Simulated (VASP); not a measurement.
# Os (Fm-3m) in VASP: notebook, part 3 of 3

VASP 6.6.1. Earlier steps stand in the parts before.

### Step 7. Single point, revPBE

This run uses another cell than the first one, of 14.46 Å³/atom, 1.042 times its volume.

File INCAR:

```
SYSTEM = Os
PREC = Accurate ; ENCUT = 520
EDIFF = 1E-6 ; ISMEAR = -1
SIGMA = 0.1 ; LREAL = .False.
LASPH = .True. ; NELM = 100
ALGO = Normal ; ISIF = 2
LWAVE = .False. ; LCHARG = .False.
GGA = RE ; NBANDS = 10
```

File KPOINTS:

```
regular mesh
0
Gamma
  23 23 23
  0 0 0
```

File POSCAR:

```
Os
1.0
    0.0000000000      1.9334946288      1.9334946288
    1.9334946288      0.0000000000      1.9334946288
    1.9334946288      1.9334946288      0.0000000000
Os
1
Direct
    0.0000000000      0.0000000000      0.0000000000
```

Potentials or basis: VASP PAW PBE potentials, release 64 (Os).

The run is started by

```bash
cat potpaw_PBE.64/Os/POTCAR > POTCAR
mpirun -np 1 vasp_std > vasp.out
```

OUTCAR:

```text
SYSTEM = Os
   PREC = Accurate
   ENCUT = 520
   EDIFF = 1E-6
   ISMEAR = -1
   LREAL = .False.
   LASPH = .True.
   NELM = 100
   ISIF = 2
   GGA = RE

 ion  position               nearest neighbor table
   1  0.000  0.000  0.000-

  LATTYP: Found a face centered cubic cell.
 ALAT       =     3.8669892576

  Lattice vectors:

 A1 = (   0.0000000000,   1.9334946288,   1.9334946288)
 A2 = (   1.9334946288,   0.0000000000,   1.9334946288)
 A3 = (   1.9334946288,   1.9334946288,   0.0000000000)

Analysis of symmetry for initial positions (statically):
=====================================================================
 Subroutine PRICEL returns:
 Original cell was already a primitive cell.

 Routine SETGRP: Setting up the symmetry group for a
 face centered cubic supercell.

 Subroutine GETGRP returns: Found 48 space group operations
 (whereof 48 operations were pure point group operations)
 out of a pool of 48 trial point group operations.

The static configuration has the point symmetry O_h .

Analysis of symmetry for dynamics (positions and initial velocities):
=====================================================================
 Subroutine PRICEL returns:
 Original cell was already a primitive cell.

 Routine SETGRP: Setting up the symmetry group for a
 face centered cubic supercell.

 Subroutine GETGRP returns: Found 48 space group operations
 (whereof 48 operations were pure point group operations)
 out of a pool of 48 trial point group operations.

The dynamic configuration has the point symmetry O_h .

 Subroutine INISYM returns: Found 48 space group operations
 (whereof 48 operations are pure point group operations),
 and found     1 'primitive' translations

----------------------------------------------------------------------------------------

[... 111 lines left out ...]
  volume/ion in A,a.u.               =      14.46        97.56
  Fermi-wavevector in a.u.,A,eV,Ry     =   1.344060  2.539904 24.578873  1.806496
  Thomas-Fermi vector in A             =   2.472084
   LORBIT       =      0    0 simple, 1 ext, 2 COOP (PROOUT), +10 PAW based schemes
   GGA     = RE    functional components
   LHFCALC =     F    Hartree Fock is set to
   AEXX    =    0.0000 exact exchange contribution
   IVDW    =     0    specifies the selected vdW correction
   LEPSILON=     F    determine dielectric tensor
   LRPA    =     F    only Hartree local field effects (RPA)
 non-spin polarized calculation
  energy-cutoff  :      520.00
  volume of cell :       14.46
 maximum number of plane-waves:       398
   NGX = 11   NGY = 11   NGZ = 11

 number of electron       8.0000000 magnetization

 Free energy of the ion-electron system (eV)
  ---------------------------------------------------
  ext. energy  EPLUGINS =         0.00000000
  ---------------------------------------------------
  free energy    TOTEN  =       -10.60850814 eV

  energy without entropy =      -10.58064300  energy(sigma->0) =      -10.59457557

 E-fermi :   8.9350     XC(G=0): -13.8449

 val. band max:        8.9346040014   @ k =  -0.3478   0.4348   0.1304
 cond. band min:       8.9494980367   @ k =   0.3043   0.1304   0.0000
 fundamental gap:      0.0148940353
 Fermi energy:         8.9350130311

 k-point     1 :       0.0000    0.0000    0.0000
  band No.  band energies     occupation
      1      -1.6091      2.00000
      2       6.0554      2.00000
      3       6.0554      2.00000
      4       6.0554      2.00000
      5       8.9521      0.91477
      6       8.9521      0.91477
      7      23.1535      0.00000
      8      28.7957      0.00000
      9      28.7957      0.00000
     10      28.7957      0.00000
[... 287 lines left out ...]
 k-point    24 :      -0.4783    0.0435    0.0000
  band No.  band energies     occupation
      1       1.5847      2.00000
      2       5.8278      2.00000
      3       5.9678      2.00000
      4       8.4349      1.98663
      5      11.2081      0.00000
      6      11.5786      0.00000
      7      17.4944      0.00000
      8      22.8523      0.00000
      9      28.7987      0.00000
     10      28.9828      0.00000

 [... further k-points ...]

------------------------ aborting loop because EDIFF is reached ----------------------------------------

  FORCE on cell =-STRESS in cart. coord.  units (eV):
  Direction    XX          YY          ZZ          XY          YZ          ZX
  --------------------------------------------------------------------------------------
  -------------------------------------------------------------------------------------
  Total       -0.0514986     -0.0514986     -0.0514986      0.0000000      0.0000000     -0.0000000
  in kB       -5.7075107     -5.7075107     -5.7075107      0.0000000      0.0000000     -0.0000000
  external PRESSURE =      -5.7075107 kB  Pullay stress =       0.0000000 kB

 VOLUME and BASIS-vectors are now :
 -----------------------------------------------------------------------------
  energy-cutoff  :      520.00
  volume of cell :       14.46
      direct lattice vectors                 reciprocal lattice vectors
     0.000000000  1.933494629  1.933494629    -0.258599115  0.258599115  0.258599115
     1.933494629  0.000000000  1.933494629     0.258599115 -0.258599115  0.258599115
     1.933494629  1.933494629  0.000000000     0.258599115  0.258599115 -0.258599115

 POSITION                                       TOTAL-FORCE (eV/Angst)
 -----------------------------------------------------------------------------------
      0.00000      0.00000      0.00000         0.000000      0.000000      0.000000
 -----------------------------------------------------------------------------------
    total drift:                                0.000000      0.000000     -0.000000

  FREE ENERGIE OF THE ION-ELECTRON SYSTEM (eV)
  ---------------------------------------------------
  free  energy   TOTEN  =       -10.6085081397 eV

  energy  without entropy=      -10.5806430021  energy(sigma->0) =      -10.59457557
```

OSZICAR:

```text
N       E                     dE             d eps       ncg     rms          rms(c)
DAV:   1     0.364180628966E+02    0.36418E+02   -0.42063E+03  7530   0.744E+02
DAV:   2    -0.101847430069E+02   -0.46603E+02   -0.43332E+02  7542   0.198E+02
DAV:   3    -0.112843567449E+02   -0.10996E+01   -0.10929E+01  8644   0.284E+01
DAV:   4    -0.112870666283E+02   -0.27099E-02   -0.27096E-02  7942   0.157E+00
DAV:   5    -0.112870756717E+02   -0.90434E-05   -0.90439E-05  8070   0.842E-02    0.149E+01
DAV:   6    -0.107626026329E+02    0.52447E+00   -0.58286E-01  8700   0.598E+00    0.673E+00
DAV:   7    -0.106122363439E+02    0.15037E+00   -0.41623E-01  9060   0.481E+00    0.388E-01
DAV:   8    -0.106101347840E+02    0.21016E-02   -0.20098E-03  7576   0.368E-01    0.318E-01
DAV:   9    -0.106085266354E+02    0.16081E-02   -0.10211E-03  7990   0.345E-01    0.182E-02
DAV:  10    -0.106085151962E+02    0.11439E-04   -0.14909E-05  7902   0.273E-02    0.693E-03
DAV:  11    -0.106085082627E+02    0.69335E-05   -0.15540E-06  7138   0.184E-02    0.314E-03
DAV:  12    -0.106085081397E+02    0.12295E-06   -0.10839E-08  3834   0.877E-04
   1 F= -.10608508E+02 E0= -.10594576E+02  d E =-.278651E-01
```

stdout:

```text
POSCAR found type information on POSCAR Os
 POSCAR found :  1 types and       1 ions
 scaLAPACK will be used
 -----------------------------------------------------------------------------
|                                                                             |
|                                                                             |
|     You enforced a specific xc type in the INCAR file but a different       |
|     I HOPE YOU KNOW WHAT YOU ARE DOING!                                     |
|                                                                             |
 -----------------------------------------------------------------------------

 LDA part: xc-table for (Slater+PW92), standard interpolation
 POSCAR, INCAR and KPOINTS ok, starting setup
 FFT: planning ... GRIDC
 FFT: planning ... GRID_SOFT
 FFT: planning ... GRID
 WAVECAR not read
 entering main loop
```

Wall time 24 s (1 thread of Intel Xeon Platinum 8488C (Sapphire Rapids), shared host); peak memory 0.17 GiB.

Results:

- Free energy: -10.6085 eV
- Pressure: -0.6 GPa
- Band gap on the k mesh: zero (band 4 reaches 11.19 eV, above the bottom of band 5 at 7.49 eV)

Caveat: the PAW data sets were made with another functional, which shifts forces and pressure a little; spin-orbit coupling is left out, which moves the levels of the heavy elements.

### Step 8. Summary

| cell | k mesh | gap on the mesh (eV) | pressure (GPa) |
| --- | --- | --- | --- |
| a = 2.697 Å, angles 60.0°, 1 atom | 16 × 16 × 16 | none | 16.8 |
| a = 2.734 Å, angles 60.0°, 1 atom | 16 × 16 × 16 | none | -0.5 |
| a = 2.770 Å, angles 60.0°, 1 atom | 16 × 16 × 16 | none | -14.2 |
| a = 2.805 Å, angles 60.0°, 1 atom | 16 × 16 × 16 | none | -24.9 |
| a = 2.840 Å, angles 60.0°, 1 atom | 16 × 16 × 16 | none | -33.3 |
| a = 2.734 Å, angles 60.0°, 1 atom | 23 × 23 × 23 | none | -0.6 |

Alike in all rows: task single point; level revPBE; potentials or basis VASP PAW PBE potentials, release 64 (Os); no spin polarisation; cutoff (eV) 520; smearing fermi-dirac 0.1 eV.

Caveats: the PAW data sets were made with another functional, which shifts forces and pressure a little; spin-orbit coupling is left out, which moves the levels of the heavy elements.

Total energies depend on the potentials used, so only differences within one code and one set of settings carry meaning.
